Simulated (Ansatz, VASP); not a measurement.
# CuSn2: VASP beside Ansatz

```
Cu Sn
1.0
     3.28757    0.00000    0.00000
    -1.64379    2.84712    0.00000
     0.00000    0.00000   14.37895
Cu Sn
2 4
Direct
  0.66667 0.33333 0.35544
  0.66667 0.33333 0.64456
  0.33333 0.66667 0.78920
  0.33333 0.66667 0.21080
  0.33333 0.66667 0.50000
  0.66667 0.33333 0.00000
```

Alike in both runs: functional PBE; k mesh 6 × 6 × 1; occupations gaussian, width 0.1 eV; no spin polarisation.

Ansatz relaxed the structure, and its values are those at the end. VASP's run is a single point on that final structure, the one shown.

|  | VASP | Ansatz |
| --- | --- | --- |
| version | VASP 6.6.1 | Ansatz 0.2.0 |
| potentials or method | VASP PAW PBE potentials, release 64 (Cu, Sn_d), cutoff 520 eV | scalar-relativistic, plane waves, PAW |
| valence electrons in the cell | 78 | 94 |

VASP gave:

| Quantity | Value |
| --- | --- |
| gap on the k mesh at the Fermi level (eV) | none |
| pressure (GPa) | 0.1 |
| rms of the force components (eV/Å) | 0.005 |

**Question.** What did Ansatz give for the same quantities?

**Answer.** gap on the k mesh at the Fermi level (eV): none; pressure (GPa): 0.0; rms of the force components (eV/Å): 0.001.

A gap of «none» marks a metal or a gap that the smearing closes. VASP's potentials hold 78 valence electrons a cell and Ansatz's 94, so a difference there can come from the potentials and not from the codes.

The k mesh is coarse, so the values compare programs but aren't converged.
